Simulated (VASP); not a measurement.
# Hg31S32 (a cell with a defect) in VASP: relaxation of the atoms with PBEsol

Aim: the relaxation of the atoms of Hg31S32 (a cell with a defect) with PBEsol.

Everything below comes from runs of VASP 6.6.1. Logs are shortened: lines on timing, memory, paths and dates and some standing lists are left out, and cuts for length are marked.

## 1. The cell of the first run

The cell holds a defect, 63 atoms: a = 11.754 Å, b = 11.754 Å, c = 11.754 Å, α = 90.00°, β = 90.00°, γ = 90.00°.

## 2. Relaxation of the atoms, PBEsol

The input, INCAR:

```
  ALGO = Normal
  EDIFF = 1E-7
  EDIFFG = -0.03
  ENCUT = 450
  GGA = PS
  GGA_COMPAT = F
  IBRION = 2
  ISIF = 2
  ISMEAR = -1
  ISYM = -1
  KPAR = 1
  LASPH = T
  LCHARG = F
  LREAL = Auto
  LWAVE = F
  NELECT = 566.0
  NELM = 120
  NELMIN = 4
  NSW = 100
  PREC = Accurate
  SIGMA = 0.05
```

The input, KPOINTS:

```
explicit points
1
Reciprocal
  0.25000000   0.25000000   0.25000000 1
```

The input, POSCAR:

```
Hg31S32
1.0
   11.7540900000      0.0000000000      0.0000000000
    0.0000000000     11.7540900000      0.0000000000
    0.0000000000      0.0000000000     11.7540900000
Hg S
31 32
Direct
    0.0015000000      0.0004610000      0.9999410000
    0.9992630000      0.0011610000      0.5018340000
    0.9979530000      0.4984060000      0.0010410000
    0.0042130000      0.4970590000      0.4983550000
    0.4981440000      0.9963540000      0.9965920000
    0.5016550000      0.0010530000      0.5011830000
    0.5005020000      0.5005190000      0.9986140000
    0.2513870000      0.2480860000      0.9987100000
    0.2491450000      0.2483960000      0.5013660000
    0.2483930000      0.7506470000      0.0006120000
    0.2511690000      0.7480990000      0.5013200000
    0.7474520000      0.2504110000      0.0007640000
    0.7511090000      0.2521510000      0.5016670000
    0.7494630000      0.7491980000      0.0018060000
    0.7497140000      0.7505710000      0.5027540000
    0.2481980000      0.0026180000      0.2476000000
    0.2508310000      0.0001920000      0.7492760000
    0.2475770000      0.5011820000      0.2486330000
    0.2518550000      0.5011540000      0.7526450000
    0.7515700000      0.0013350000      0.2511260000
    0.7492550000      0.9999960000      0.7502030000
    0.7533630000      0.4999990000      0.2495610000
    0.7486080000      0.5010430000      0.7496650000
    0.0006740000      0.2501620000      0.2501100000
    0.9989490000      0.2534010000      0.7492420000
    0.0024750000      0.7501480000      0.2498620000
    0.9974360000      0.7516850000      0.7513620000
    0.5016770000      0.2494870000      0.2479990000
    0.4965230000      0.2521460000      0.7496100000
    0.5002370000      0.7458180000      0.2495130000
    0.4988330000      0.7524100000      0.7500150000
    0.1251710000      0.1243960000      0.1255200000
    0.1250170000      0.1272210000      0.6254990000
    0.1266080000      0.6250040000      0.1239030000
    0.1258090000      0.6255270000      0.6237030000
    0.6261490000      0.1290330000      0.1271940000
    0.6260500000      0.1263390000      0.6241040000
    0.6268770000      0.6218380000      0.1247870000
    0.6233000000      0.6262860000      0.6245130000
    0.3736550000      0.3739120000      0.1255140000
    0.3721330000      0.3735830000      0.6261610000
    0.3772920000      0.8755820000      0.1241310000
    0.3732080000      0.8748290000      0.6255170000
    0.8769660000      0.3755510000      0.1221060000
    0.8736400000      0.3753300000      0.6266630000
    0.8759720000      0.8763480000      0.1276250000
    0.8756730000      0.8745720000      0.6235070000
    0.3742570000      0.1257250000      0.3758650000
    0.3767480000      0.1263840000      0.8729440000
    0.3756000000      0.6240950000      0.3780400000
    0.3740870000      0.6248950000      0.8748310000
    0.8748930000      0.1249840000      0.3773740000
    0.8749190000      0.1270780000      0.8748120000
    0.8736400000      0.6280620000      0.3752490000
    0.8756620000      0.6238490000      0.8733260000
    0.1235770000      0.3761730000      0.3744040000
    0.1224830000      0.3738050000      0.8761010000
    0.1231670000      0.8740730000      0.3767760000
    0.1208510000      0.8747990000      0.8752590000
    0.6261620000      0.3736430000      0.3745290000
    0.6215540000      0.3732620000      0.8728670000
    0.6231520000      0.8769890000      0.3754540000
    0.6237900000      0.8740680000      0.8764660000
```

Potentials or basis: VASP PAW PBE potentials, release 64 (Hg, S).

Run with:

```
$ cat potpaw_PBE.64/Hg/POTCAR potpaw_PBE.64/S/POTCAR > POTCAR
$ mpirun -np 8 vasp_std > vasp.out
```

OUTCAR:

```text
EDIFF = 1E-7
   EDIFFG = -0.03
   ENCUT = 450
   GGA = PS
   IBRION = 2
   ISIF = 2
   ISMEAR = -1
   ISYM = -1
   LASPH = T
   LREAL = Auto
   NELECT = 566.0
   NELM = 120
   NELMIN = 4
   NSW = 100
   PREC = Accurate

 ion  position               nearest neighbor table
   1  0.002  0.000  1.000-  59 2.51  32 2.53  46 2.56  53 2.57
   2  0.999  0.001  0.502-  47 2.52  52 2.53  33 2.55  58 2.55
   3  0.998  0.498  0.001-  44 2.48  57 2.54  55 2.55  34 2.57
   4  0.004  0.497  0.498-  56 2.47  35 2.55  45 2.58  54 2.61
   5  0.498  0.996  0.997-  63 2.50  42 2.51  49 2.55  36 2.66
   6  0.502  0.001  0.501-  62 2.52  37 2.53  48 2.56  43 2.57
[... 43 lines left out ...]
  50  0.376  0.624  0.378-  11 2.52  30 2.54  18 2.58
  51  0.374  0.625  0.875-  19 2.50   7 2.54  31 2.56  10 2.56
  52  0.875  0.125  0.377-   2 2.53  20 2.53  13 2.55  24 2.57
  53  0.875  0.127  0.875-  25 2.55  12 2.56  21 2.56   1 2.57
  54  0.874  0.628  0.375-  15 2.54  22 2.54  26 2.55   4 2.61
  55  0.876  0.624  0.873-  27 2.52  23 2.54   3 2.55  14 2.58
  56  0.124  0.376  0.374-   4 2.47  24 2.53  18 2.54   9 2.58
  57  0.122  0.374  0.876-  25 2.52   3 2.54   8 2.56  19 2.58
  58  0.123  0.874  0.377-  26 2.52   2 2.55  11 2.57  16 2.60
  59  0.121  0.875  0.875-   1 2.51  27 2.51  10 2.56  17 2.59
  60  0.626  0.374  0.375-  13 2.54  28 2.55  22 2.57
  61  0.622  0.373  0.873-  29 2.51   7 2.54  12 2.56  23 2.57
  62  0.623  0.877  0.375-   6 2.52  20 2.56  30 2.58  15 2.58
  63  0.624  0.874  0.876-   5 2.50  31 2.53  14 2.55  21 2.56

IMPORTANT INFORMATION: All symmetrisations will be switched off!
NOSYMM: (Re-)initialisation of all symmetry stuff for point group C_1.

----------------------------------------------------------------------------------------

                                     Primitive cell

  volume of cell :    1623.9290

  direct lattice vectors                    reciprocal lattice vectors
    11.754090000  0.000000000  0.000000000     0.085076769  0.000000000  0.000000000
     0.000000000 11.754090000  0.000000000     0.000000000  0.085076769  0.000000000
     0.000000000  0.000000000 11.754090000     0.000000000  0.000000000  0.085076769

  length of vectors
    11.754090000 11.754090000 11.754090000     0.085076769  0.085076769  0.085076769

  position of ions in fractional coordinates (direct lattice)
     0.001500000  0.000461000  0.999941000
     0.999263000  0.001161000  0.501834000
     0.997953000  0.498406000  0.001041000
     0.004213000  0.497059000  0.498355000
     0.498144000  0.996354000  0.996592000
     0.501655000  0.001053000  0.501183000
[... 55 lines left out ...]
     0.623152000  0.876989000  0.375454000
     0.623790000  0.874068000  0.876466000

  ion indices of the primitive-cell ions
   primitive index   ion index
                 1           1
[... 117 lines left out ...]
   GGA     = PS    functional components
   LHFCALC =     F    Hartree Fock is set to
   AEXX    =    0.0000 exact exchange contribution
   IVDW    =     0    specifies the selected vdW correction
   LEPSILON=     F    determine dielectric tensor
   LRPA    =     F    only Hartree local field effects (RPA)
 conjugate gradient relaxation of ions
 non-spin polarized calculation
  energy-cutoff  :      450.00
  volume of cell :     1623.93
 maximum number of plane-waves:     35255
 NGX is ok and might be reduce to    84
   NGX = 41   NGY = 41   NGZ = 41

--------------------------------------- Ionic step        1  -------------------------------------------

 number of electron     566.0000048 magnetization

 Free energy of the ion-electron system (eV)
  ---------------------------------------------------
  ext. energy  EPLUGINS =         0.00000000
  ---------------------------------------------------
  free energy    TOTEN  =      -162.16783705 eV

  energy without entropy =     -162.16723483  energy(sigma->0) =     -162.16753594

------------------------ aborting loop because EDIFF is reached ----------------------------------------

  FORCE on cell =-STRESS in cart. coord.  units (eV):
  Direction    XX          YY          ZZ          XY          YZ          ZX
  --------------------------------------------------------------------------------------
  -------------------------------------------------------------------------------------
  Total       18.3486922     18.4965014     18.3818568     -2.1859306     -1.5649107     -2.9042602
  in kB       18.1029212     18.2487506     18.1356417     -2.1566512     -1.5439496     -2.8653592
  external PRESSURE =      18.1624378 kB  Pullay stress =       0.0000000 kB
[... 272 lines left out ...]
  FREE ENERGIE OF THE ION-ELECTRON SYSTEM (eV)
  ---------------------------------------------------
  free  energy   TOTEN  =      -162.6685126978 eV

  energy  without entropy=     -162.6682090910  energy(sigma->0) =     -162.66836089

[... ionic steps 4 to 9 ...]

--------------------------------------- Ionic step       10  -------------------------------------------

 number of electron     566.0000058 magnetization

------------------------ aborting loop because EDIFF is reached ----------------------------------------
[... 189 lines left out ...]
--------------------------------------- Ionic step       12  -------------------------------------------

 number of electron     566.0000049 magnetization

 Free energy of the ion-electron system (eV)
  ---------------------------------------------------
  ext. energy  EPLUGINS =         0.00000000
  ---------------------------------------------------
  free energy    TOTEN  =      -162.99012425 eV

  energy without entropy =     -162.98990619  energy(sigma->0) =     -162.99001522

 E-fermi :   2.1242     XC(G=0):  -9.4013

 val. band max:        1.6311400659   @ k =   0.2500   0.2500   0.2500
 cond. band min:       2.5829227951   @ k =   0.2500   0.2500   0.2500
 fundamental gap:      0.9517827292
 Fermi energy:         2.1241579127

 k-point     1 :       0.2500    0.2500    0.2500
  band No.  band energies     occupation
      1     -11.2674      2.00000
      2     -11.0957      2.00000
      3     -11.0943      2.00000
      4     -11.0833      2.00000
      5     -10.9531      2.00000
      6     -10.9518      2.00000
[... 287 lines left out ...]
    294       4.0266      0.00000
    295       4.5016      0.00000
 [bands above 295 left out]

------------------------ aborting loop because EDIFF is reached ----------------------------------------

  FORCE on cell =-STRESS in cart. coord.  units (eV):
  Direction    XX          YY          ZZ          XY          YZ          ZX
  --------------------------------------------------------------------------------------
  -------------------------------------------------------------------------------------
  Total       11.2608187     11.2335131     11.2477923     -0.8162648     -0.8292753     -0.8887816
  in kB       11.1099860     11.0830462     11.0971342     -0.8053314     -0.8181676     -0.8768768
  external PRESSURE =      11.0967221 kB  Pullay stress =       0.0000000 kB
[... 78 lines left out ...]
  FREE ENERGIE OF THE ION-ELECTRON SYSTEM (eV)
  ---------------------------------------------------
  free  energy   TOTEN  =      -162.9901242461 eV

  energy  without entropy=     -162.9899061876  energy(sigma->0) =     -162.99001522

 reached required accuracy - stopping structural energy minimisation
```

Wall time 35 min (8 MPI ranks of AMD EPYC 7R13 (Zen 3), shared host); peak memory 0.4 GiB.

What came out:

| Property | Result |
| --- | --- |
| Free energy | -162.9901 eV |
| Energy gained by relaxing | 13.1 meV/atom |
| Ionic steps | 12 |
| Largest force after relaxing | 0.020 eV/Å |

Forces in eV/Å, atoms in the order of the input:
```
Hg   0.004  0.005 -0.002
Hg  -0.005  0.003  0.005
Hg  -0.005 -0.001 -0.004
Hg   0.002 -0.004  0.003
Hg  -0.002 -0.005 -0.012
Hg   0.000  0.005  0.005
Hg   0.002  0.001  0.001
Hg   0.004  0.013 -0.002
Hg  -0.007  0.002  0.008
Hg   0.008 -0.015 -0.005
Hg  -0.004  0.008  0.007
Hg  -0.003  0.011 -0.001
Hg   0.004 -0.003  0.007
Hg  -0.014 -0.010 -0.010
Hg   0.002 -0.006  0.002
Hg   0.007  0.002  0.010
Hg   0.013  0.001 -0.014
Hg  -0.004 -0.001 -0.001
Hg  -0.002  0.002  0.003
Hg  -0.007 -0.001  0.008
Hg  -0.012  0.000 -0.014
Hg  -0.002  0.004 -0.003
Hg   0.003 -0.006 -0.004
Hg   0.001  0.012  0.009
Hg   0.004  0.010 -0.008
Hg  -0.003 -0.007  0.011
Hg  -0.001 -0.009 -0.009
Hg   0.001  0.000 -0.003
Hg   0.010 -0.003  0.011
Hg   0.002  0.009 -0.002
Hg   0.002 -0.010 -0.006
S   -0.002  0.003 -0.001
S   -0.001  0.003 -0.002
S   -0.002 -0.005 -0.005
S   -0.004 -0.004 -0.002
S    0.008  0.013  0.000
S   -0.001 -0.003  0.000
S   -0.004  0.000 -0.011
S   -0.009 -0.010 -0.003
S    0.002  0.001  0.005
S    0.001 -0.011  0.008
S    0.005  0.001 -0.004
S    0.001  0.006  0.008
S    0.006  0.010  0.002
S    0.008 -0.004  0.002
S   -0.006 -0.005 -0.004
S   -0.003 -0.011  0.001
S    0.001  0.006  0.005
S    0.004  0.008  0.000
S   -0.005  0.003  0.000
S    0.003 -0.003  0.001
S    0.003  0.008  0.007
S   -0.001 -0.001 -0.002
S    0.002 -0.005  0.000
S    0.001 -0.005 -0.009
S    0.003  0.000  0.009
S    0.000  0.002 -0.005
S    0.002 -0.004  0.004
S   -0.003 -0.006 -0.003
S    0.004 -0.005  0.004
S   -0.002  0.004  0.004
S    0.001  0.009  0.007
S   -0.008 -0.001 -0.007
```

The path:
```
step  energy change (eV)  largest force (eV/Å)  pressure (GPa)
   1              0.0000                0.8168            1.82
   2             -0.3457                0.5247            1.78
   3             -0.5007                0.4176            1.81
   4             -0.5540                0.3993            1.75
   5             -0.6399                0.3295            1.61
   6             -0.6962                0.2577            1.52
   7             -0.7667                0.2401            1.27
   8             -0.8033                0.1288            1.17
   9             -0.8091                0.0993            1.11
  10             -0.8199                0.0337            1.11
  11             -0.8202                0.0385            1.11
  12             -0.8223                0.0199            1.11
```

Final structure:
```
Hg S
1.0
    11.75409    0.00000    0.00000
     0.00000   11.75409    0.00000
     0.00000    0.00000   11.75409
Hg S
31 32
Direct
  0.99964 0.00099 0.00027
  0.00061 0.00039 0.50072
  0.00036 0.50053 0.00043
  0.00090 0.50093 0.50027
  0.50044 0.99972 0.00059
  0.50050 0.00054 0.50026
  0.50019 0.50083 0.00025
  0.25289 0.25131 0.00123
  0.25776 0.25807 0.50846
  0.25190 0.75014 0.99995
  0.25955 0.74269 0.49308
  0.74743 0.25262 0.99981
  0.74292 0.25970 0.49329
  0.74902 0.74875 0.00272
  0.74028 0.74159 0.51023
  0.25253 0.00113 0.25236
  0.25140 0.99994 0.74923
  0.25791 0.50890 0.25762
  0.25873 0.49335 0.74384
  0.74893 0.00024 0.25296
  0.74837 0.00135 0.74928
  0.74448 0.49246 0.25971
  0.73980 0.51148 0.74122
  0.00116 0.25169 0.25192
  0.99881 0.25366 0.74900
  0.00020 0.74939 0.25275
  0.00013 0.74875 0.74860
  0.50885 0.25851 0.25811
  0.49201 0.25940 0.74199
  0.49332 0.74168 0.25928
  0.50962 0.74201 0.74113
  0.12493 0.12436 0.12478
  0.12514 0.12638 0.62406
  0.12550 0.62404 0.12574
  0.12645 0.62488 0.62477
  0.62312 0.12541 0.12593
  0.62426 0.12670 0.62440
  0.62472 0.62369 0.12697
  0.60677 0.60843 0.60750
  0.37493 0.37507 0.12657
  0.38685 0.38856 0.61228
  0.37592 0.87302 0.12655
  0.37454 0.87339 0.62459
  0.87324 0.37522 0.12559
  0.87228 0.37627 0.62473
  0.87446 0.87486 0.12524
  0.87198 0.87298 0.62270
  0.37500 0.12705 0.37499
  0.37600 0.12540 0.87315
  0.38767 0.61181 0.38800
  0.37463 0.62546 0.87316
  0.87331 0.12613 0.37613
  0.87376 0.12528 0.87442
  0.87285 0.62544 0.37529
  0.87200 0.62288 0.87295
  0.12642 0.37512 0.37454
  0.12607 0.37551 0.87397
  0.12626 0.87363 0.37616
  0.12370 0.87454 0.87432
  0.61253 0.38824 0.38771
  0.62391 0.37510 0.87232
  0.62419 0.87282 0.37456
  0.62316 0.87217 0.87307
```

Levels at points of the mesh, in eV from the Fermi level:
```tsv
k point	band 279	band 280	band 281	band 282	band 283	band 284	band 285	band 286	band 287	band 288
(0.25, 0.25, 0.25)	-0.85	-0.83	-0.83	-0.49	-0.49	0.46	1.20	1.41	1.41	1.46
```

Caveat: the cell carries a net charge on a neutralising background, which shifts energy and pressure; the cell is charged against a uniform background, so pressure and absolute levels hang on convention; the PAW data sets were made with another functional, which shifts forces and pressure a little; spin-orbit coupling is left out, which moves the levels of the heavy elements.
